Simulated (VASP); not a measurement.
# Zn2SnN3 (P6/mmm) in VASP: relaxation of cell and atoms with PBE

Aim: the relaxation of cell and atoms of Zn2SnN3 with PBE.

Everything below comes from runs of VASP 6.6.1. Logs are shortened: lines on timing, memory, paths and dates and some standing lists are left out, and cuts for length are marked.

## Step 1: The cell of the first run

It takes space group P6/mmm (No. 191, hexagonal). The conventional cell has a = 3.825 Å, b = 3.825 Å, c = 7.531 Å, α = 90.00°, β = 90.00°, γ = 120.00°. Within 2.6 Å of Zn (site symmetry 6mm) lie 1 Sn at 2.00 Å. Sn (site symmetry 6/mmm) has 6 N at 1.91 Å and 2 Zn at 2.00 Å within 2.5 Å. N (site symmetry mmm) has 2 Sn at 1.91 Å and 4 N at 1.91 Å within 2.5 Å.

The cell was built from a structure type or drawn by symmetry, and may not be a known phase.

## Step 2: Relaxation of cell and atoms, PBE

INCAR

```
SYSTEM = Zn2SnN3
PREC = Accurate
ENCUT = 600
EDIFF = 1E-7
ISMEAR = 0
SIGMA = 0.1
LREAL = .False.
LASPH = .True.
NELM = 60
ALGO = Normal
ISIF = 3
LWAVE = .False.
LCHARG = .False.
GGA = PE
IBRION = 2
NSW = 90
EDIFFG = -0.04
```

KPOINTS

```
Automatic mesh
0
Gamma
  6 6 2
  0 0 0
```

POSCAR

```
Zn2SnN3
1.0
    3.8250041800      0.0000000000      0.0000000000
   -1.9125020900      3.3125507900      0.0000000000
    0.0000000000      0.0000000000      7.5311934100
Zn Sn N
2 1 3
Direct
    0.0000000000      0.0000000000      0.2651036400
    0.0000000000      0.0000000000      0.7348963600
    0.0000000000      0.0000000000      0.0000000000
    0.5000000000      0.0000000000      0.0000000000
    0.0000000000      0.5000000000      0.0000000000
    0.5000000000      0.5000000000      0.0000000000
```

Potentials or basis: VASP PAW PBE potentials, release 64 (Zn, Sn_d, N).

Run with:

```
> cat potpaw_PBE.64/Zn/POTCAR potpaw_PBE.64/Sn_d/POTCAR potpaw_PBE.64/N/POTCAR > POTCAR
> mpirun -np 1 vasp_std > vasp.out
```

OUTCAR:

```text
SYSTEM = Zn2SnN3
   PREC = Accurate
   ENCUT = 600
   EDIFF = 1E-7
   ISMEAR = 0
   LREAL = .False.
   LASPH = .True.
   NELM = 60
   ISIF = 3
   GGA = PE
   IBRION = 2
   NSW = 90
   EDIFFG = -0.04

 ion  position               nearest neighbor table
   1  0.000  0.000  0.265-   3 2.00
   2  0.000  0.000  0.735-   3 2.00
   3  0.000  0.000  0.000-   4 1.91   4 1.91   6 1.91   5 1.91   5 1.91   6 1.91   1 2.00   2 2.00

   4  0.500  0.000  0.000-   3 1.91   3 1.91
   5  0.000  0.500  0.000-   3 1.91   3 1.91
   6  0.500  0.500  0.000-   3 1.91   3 1.91

  LATTYP: Found a hexagonal cell.
 ALAT       =     3.8250041800
 C/A-ratio  =     1.9689373019

  Lattice vectors:

 A1 = (   3.8250041800,   0.0000000000,   0.0000000000)
 A2 = (  -1.9125020900,   3.3125507900,   0.0000000000)
 A3 = (   0.0000000000,   0.0000000000,   7.5311934100)

Analysis of symmetry for initial positions (statically):
=====================================================================
 Subroutine PRICEL returns:
 Original cell was already a primitive cell.

 Routine SETGRP: Setting up the symmetry group for a
 hexagonal supercell.

 Subroutine GETGRP returns: Found 24 space group operations
 (whereof 24 operations were pure point group operations)
 out of a pool of 24 trial point group operations.

The static configuration has the point symmetry D_6h.

Analysis of symmetry for dynamics (positions and initial velocities):
=====================================================================
 Subroutine PRICEL returns:
 Original cell was already a primitive cell.

 Routine SETGRP: Setting up the symmetry group for a
 hexagonal supercell.

 Subroutine GETGRP returns: Found 24 space group operations
 (whereof 24 operations were pure point group operations)
 out of a pool of 24 trial point group operations.

The dynamic configuration has the point symmetry D_6h.

 Subroutine INISYM returns: Found 24 space group operations
 (whereof 24 operations are pure point group operations),
 and found     1 'primitive' translations

----------------------------------------------------------------------------------------

                                     Primitive cell

  volume of cell :      95.4241

  direct lattice vectors                    reciprocal lattice vectors
     3.825004180  0.000000000  0.000000000     0.261437623  0.150941082  0.000000000
    -1.912502090  3.312550790  0.000000000     0.000000000  0.301882164  0.000000000
     0.000000000  0.000000000  7.531193410     0.000000000  0.000000000  0.132781081

  length of vectors
     3.825004180  3.825004180  7.531193410     0.301882164  0.301882164  0.132781081

  position of ions in fractional coordinates (direct lattice)
     0.000000000  0.000000000  0.265103640
     0.000000000  0.000000000  0.734896360
     0.000000000  0.000000000  0.000000000
     0.500000000  0.000000000  0.000000000
     1.000000000  0.500000000  0.000000000
     0.500000000  0.500000000  0.000000000

  ion indices of the primitive-cell ions
   primitive index   ion index
                 1           1
                 2           2
                 3           3
                 4           4
                 5           5
                 6           6

----------------------------------------------------------------------------------------

 KPOINTS: Automatic mesh

Automatic generation of k-mesh.
 Grid dimensions read from file:
 generate k-points for:    6    6    2

 Generating k-lattice:

  Cartesian coordinates                     Fractional coordinates (reciprocal lattice)
     0.043572937  0.025156847  0.000000000     0.166666667 -0.000000000  0.000000000
     0.000000000  0.050313694  0.000000000     0.000000000  0.166666667  0.000000000
     0.000000000  0.000000000  0.066390540     0.000000000  0.000000000  0.500000000

  Length of vectors
     0.050313694  0.050313694  0.066390540

  Shift w.r.t. Gamma in fractional coordinates (k-lattice)
     0.000000000  0.000000000  0.000000000

 Subroutine IBZKPT returns following result:
 ===========================================

 Found     14 irreducible k-points:

 Following reciprocal coordinates:
            Coordinates               Weight
  0.000000  0.000000  0.000000      1.000000
  0.166667  0.000000  0.000000      6.000000
  0.333333  0.000000  0.000000      6.000000
  0.500000 -0.000000  0.000000      3.000000
  0.166667  0.166667  0.000000      6.000000
  0.333333  0.166667  0.000000     12.000000
  0.333333  0.333333  0.000000      2.000000
  0.000000  0.000000  0.500000      1.000000
  0.166667  0.000000  0.500000      6.000000
  0.333333  0.000000  0.500000      6.000000
  0.500000 -0.000000  0.500000      3.000000
  0.166667  0.166667  0.500000      6.000000
  0.333333  0.166667  0.500000     12.000000
  0.333333  0.333333  0.500000      2.000000
   k-points           NKPTS =     14   k-points in BZ     NKDIM =     14   number of bands    NBANDS=     31
   number of dos      NEDOS =    301   number of ions     NIONS =      6
   total plane-waves  NPLWV =  61440
   dimension x,y,z NGX =    32 NGY =   32 NGZ =   60
   dimension x,y,z NGXF=    64 NGYF=   64 NGZF=  120
   ions per type =               2   1   3
   NGX,Y,Z   is equivalent  to a cutoff of  13.91, 13.91, 13.24 a.u.
   NGXF,Y,Z  is equivalent  to a cutoff of  27.82, 27.82, 26.49 a.u.
 SYSTEM =  Zn2SnN3
   PREC   = accura    normal or accurate (medium, high low for compatibility)
   ISTART =      0    job   : 0-new  1-cont  2-samecut
   ICHARG =      2    charge: 1-file 2-atom 10-const
   ISPIN  =      1    spin polarized calculation?
   LNONCOLLINEAR =      F non collinear calculations
   LSORBIT =      F    spin-orbit coupling
   LASPH  =      T    aspherical Exc in radial PAW
   ENCUT  =  600.0 eV  44.10 Ry    6.64 a.u.   7.64  7.64 15.04*2*pi/ulx,y,z
   NELM   =     60;   NELMIN=  2; NELMDL= -5     # of ELM steps
   EDIFF  = 0.1E-06   stopping-criterion for ELM
   LREAL  =      F    real-space projection
   EDIFFG = -.4E-01   stopping-criterion for IOM
   NSW    =     90    number of steps for IOM
   IBRION =      2    ionic relax: 0-MD 1-quasi-New 2-CG
   NFREE  =      1    steps in history (QN), initial steepest desc. (CG)
   ISIF   =      3    stress and relaxation
   ISYM   =      2    0-nonsym 1-usesym 2-fastsym
   POTIM  = 0.5000    time-step for ionic-motion
   TEBEG  =    0.0;   TEEND  =   0.0 temperature during run
   PSTRESS=    0.0 pullay stress
   NELECT =      53.0000    total number of electrons
   NUPDOWN=      -1.0000    fix difference up-down
   EMIN   =  10.00;   EMAX   =-10.00  energy-range for DOS
   EFERMI =   0.00;   METHOD = LEGACY
   ISMEAR =     0;   SIGMA  =   0.10  broadening in eV -4-tet -1-fermi 0-gaus
   EFERMI_NEDOS =   21; number of points for ismear=-14 and -15
   IALGO  =     38    algorithm
   IMIX   =      4    mixing-type and parameters
     AMIX     =   0.40;   BMIX     =  1.00
     AMIX_MAG =   1.60;   BMIX_MAG =  1.00
  volume/ion in A,a.u.               =      15.90       107.33
  Fermi-wavevector in a.u.,A,eV,Ry     =   1.345697  2.542999 24.638805  1.810901
  Thomas-Fermi vector in A             =   2.473589
   LORBIT       =      0    0 simple, 1 ext, 2 COOP (PROOUT), +10 PAW based schemes
   GGA     = PE    functional components
   LHFCALC =     F    Hartree Fock is set to
   AEXX    =    0.0000 exact exchange contribution
   IVDW    =     0    specifies the selected vdW correction
   LEPSILON=     F    determine dielectric tensor
   LRPA    =     F    only Hartree local field effects (RPA)
 conjugate gradient relaxation of ions
 non-spin polarized calculation
 Gauss-broadening in eV      SIGMA  =   0.10
  energy-cutoff  :      600.00
  volume of cell :       95.42
 maximum number of plane-waves:      3210
 NGX is ok and might be reduce to    32
   NGX = 15   NGY = 15   NGZ = 31

--------------------------------------- Ionic step        1  -------------------------------------------

 number of electron      53.0000021 magnetization

 Free energy of the ion-electron system (eV)
  ---------------------------------------------------
  ext. energy  EPLUGINS =         0.00000000
  ---------------------------------------------------
  free energy    TOTEN  =        -7.66014294 eV

  energy without entropy =       -7.64012787  energy(sigma->0) =       -7.65013541

------------------------ aborting loop because EDIFF is reached ----------------------------------------

  FORCE on cell =-STRESS in cart. coord.  units (eV):
  Direction    XX          YY          ZZ          XY          YZ          ZX
  --------------------------------------------------------------------------------------
  -------------------------------------------------------------------------------------
  Total       40.0380891     40.0380891     50.7819624      0.0000000     -0.0000000      0.0000000
  in kB      672.2420319    672.2420322    852.6323404      0.0000000     -0.0000000      0.0000000
  external PRESSURE =     732.3721348 kB  Pullay stress =       0.0000000 kB
[... 25 lines left out ...]
  energy  without entropy=       -7.6401278739  energy(sigma->0) =       -7.65013541

--------------------------------------- Ionic step        2  -------------------------------------------

 number of electron      52.9999889 magnetization

 E-fermi :  -1.7316     XC(G=0):  -6.1429

 val. band max:       -1.7408364571   @ k =   0.1667   0.0000   0.5000
 cond. band min:      -1.7139641519   @ k =   0.1667   0.0000   0.0000
 fundamental gap:      0.0268723052
 Fermi energy:        -1.7316235765

 k-point     1 :       0.0000    0.0000    0.0000
  band No.  band energies     occupation
      1     -22.8306      2.00000
      2     -22.7493      2.00000
      3     -22.7493      2.00000
      4     -22.6288      2.00000
      5     -22.6288      2.00000
      6     -15.7092      2.00000
[... 538 lines left out ...]
  FREE ENERGIE OF THE ION-ELECTRON SYSTEM (eV)
  ---------------------------------------------------
  free  energy   TOTEN  =       -18.4352490795 eV

  energy  without entropy=      -18.3891746216  energy(sigma->0) =      -18.41221185

[... ionic steps 4 to 17 ...]

--------------------------------------- Ionic step       18  -------------------------------------------

 number of electron      52.9999974 magnetization

------------------------ aborting loop because EDIFF is reached ----------------------------------------

  FORCE on cell =-STRESS in cart. coord.  units (eV):
  Direction    XX          YY          ZZ          XY          YZ          ZX
  --------------------------------------------------------------------------------------
  -------------------------------------------------------------------------------------
  Total        0.1646899      0.1646899      0.3181371      0.0000000     -0.0000000      0.0000000
  in kB        1.9637643      1.9637643      3.7934704      0.0000000     -0.0000000      0.0000000
  external PRESSURE =       2.5736663 kB  Pullay stress =       0.0000000 kB
[... 65 lines left out ...]
  energy  without entropy=      -18.7113362708  energy(sigma->0) =      -18.72757357

--------------------------------------- Ionic step       20  -------------------------------------------

 number of electron      52.9999978 magnetization

 Free energy of the ion-electron system (eV)
  ---------------------------------------------------
  ext. energy  EPLUGINS =         0.00000000
  ---------------------------------------------------
  free energy    TOTEN  =       -18.74441895 eV

  energy without entropy =      -18.71114532  energy(sigma->0) =      -18.72778214

 E-fermi :   1.2825     XC(G=0):  -8.2052

 val. band max:        1.2601795954   @ k =   0.1667   0.0000   0.0000
 cond. band min:       1.2900359812   @ k =   0.0000   0.0000   0.5000
 fundamental gap:      0.0298563858
 Fermi energy:         1.2825448840

 k-point     1 :       0.0000    0.0000    0.0000
  band No.  band energies     occupation
      1     -20.1099      2.00000
      2     -19.9495      2.00000
      3     -19.9495      2.00000
      4     -19.8546      2.00000
      5     -19.8546      2.00000
      6     -15.0089      2.00000
[... 498 lines left out ...]
  FREE ENERGIE OF THE ION-ELECTRON SYSTEM (eV)
  ---------------------------------------------------
  free  energy   TOTEN  =       -18.7444189518 eV

  energy  without entropy=      -18.7111453230  energy(sigma->0) =      -18.72778214

 reached required accuracy - stopping structural energy minimisation
```

It took 11 min on 1 thread of Intel Xeon Platinum 8124M at 3.00GHz (Skylake/Cascade Lake), shared host; peak memory 0.28 GiB.

Results:

```
Free energy                           : -18.7444 eV
Relaxed volume                        : 22.47 Å³/atom
Relaxed cell                          : a = 4.432 Å, b = 4.432 Å, c = 7.927 Å, α = 90.00°, β = 90.00°, γ = 120.00°
Space group after relaxing (to 0.1 Å) : P6/mmm (No. 191)
Energy gained by relaxing             : 1847.4 meV/atom
Ionic steps                           : 20
Pressure after relaxing               : 0.1 GPa
Largest force after relaxing          : 0.006 eV/Å
Band gap on the k mesh                : zero (an odd number of electrons rules out a gap without spin polarisation)
```

Forces in eV/Å, atoms in the order of the input:
```
Zn   0.000  0.000 -0.006
Zn   0.000  0.000  0.006
Sn   0.000  0.000  0.000
N    0.000  0.000  0.000
N    0.000  0.000  0.000
N    0.000  0.000  0.000
```

Step by step:
```tsv
step	energy change (eV)	largest force (eV/Å)	pressure (GPa)	volume (Å³)
1	0.0000	13.3394	73.24	95.42
2	-7.3881	0.0828	-9.15	234.84
3	-10.7751	0.2602	-1.31	152.47
4	-10.7818	0.2902	-0.99	151.15
5	-10.7864	0.3521	-0.36	148.60
6	-9.4631	2.1944	16.02	120.07
7	-10.7934	0.3589	-0.09	147.38
8	-10.8350	0.4080	-0.54	146.73
9	-10.9347	0.5573	-1.56	144.56
10	-10.8967	0.7013	-1.70	139.30
11	-10.9582	0.6821	-1.83	143.01
12	-10.9846	0.6610	-1.62	141.57
13	-11.0417	0.5248	-0.77	137.28
14	-10.9414	0.4271	2.02	128.82
15	-11.0466	0.4749	-0.37	135.75
16	-11.0478	0.4005	-0.09	134.70
17	-11.0642	0.2871	-0.03	134.62
18	-11.0836	0.0211	0.26	134.37
19	-11.0837	0.0029	0.29	134.34
20	-11.0843	0.0056	0.11	134.83
```

Final structure:
```yaml
crystal:
  lattice:
    - [4.43159, 0.00000, 0.00000]
    - [-2.21580, 3.83787, 0.00000]
    - [0.00000, 0.00000, 7.92744]
  atoms:
    - { symbol: Zn, position: [0.00000, 0.00000, 0.33976] }
    - { symbol: Zn, position: [0.00000, 0.00000, 0.66024] }
    - { symbol: Sn, position: [0.00000, 0.00000, 0.00000] }
    - { symbol: N, position: [0.50000, 0.00000, 0.00000] }
    - { symbol: N, position: [0.00000, 0.50000, 0.00000] }
    - { symbol: N, position: [0.50000, 0.50000, 0.00000] }
```

Caveat: the k points lie up to 0.40 Å⁻¹ apart in the final cell, too coarse for converged energies and pressures of a metal; the volume moved by over 15 % at a fixed basis, so the end points are rough; spin-orbit coupling is left out, which moves the levels of the heavy elements.
